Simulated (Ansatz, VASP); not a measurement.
## Two plane-wave programs on Ba2IrO4

```xyz
7
Lattice="-2.0332 2.0332 6.7739 2.0332 -2.0332 6.7739 2.0332 2.0332 -6.7739" Properties=species:S:1:pos:R:3 pbc="T T T"
Ba    0.0000    0.0000    4.8082
Ba    0.0000    0.0000    8.7396
Ir    0.0000    0.0000    0.0000
O     0.0000    2.0332    0.0000
O     0.0000    0.0000    2.0892
O     0.0000    0.0000   11.4587
O     2.0332    0.0000    0.0000
```

Alike in both runs: task single point; functional LDA; k mesh 9 × 9 × 9; no spin polarisation.

|  | VASP | Ansatz |
| --- | --- | --- |
| version | VASP 6.6.1 | Ansatz 0.2.0 |
| potentials or method | VASP PAW LDA potentials, release 64 (Ba_sv, Ir, O), cutoff 520 eV | plane waves, PAW |
| occupations | fermi-dirac, width 0.1 eV | fermi-dirac |
| valence electrons in the cell | 53 | 61 |

|  | VASP | Ansatz | Ansatz less VASP |
| --- | --- | --- | --- |
| pressure (GPa) | -9.4 | -11.7 | -2.30 |
| traceless stress, the component that is largest in VASP (GPa) | -0.42 | -0.40 | +0.014 |

LDA's correlation is that of Perdew and Zunger in VASP and of Perdew and Wang (1992) in Ansatz. VASP's potentials hold 53 valence electrons a cell and Ansatz's 61, so a difference there can come from the potentials and not from the codes.

Neither program's run includes spin-orbit coupling.
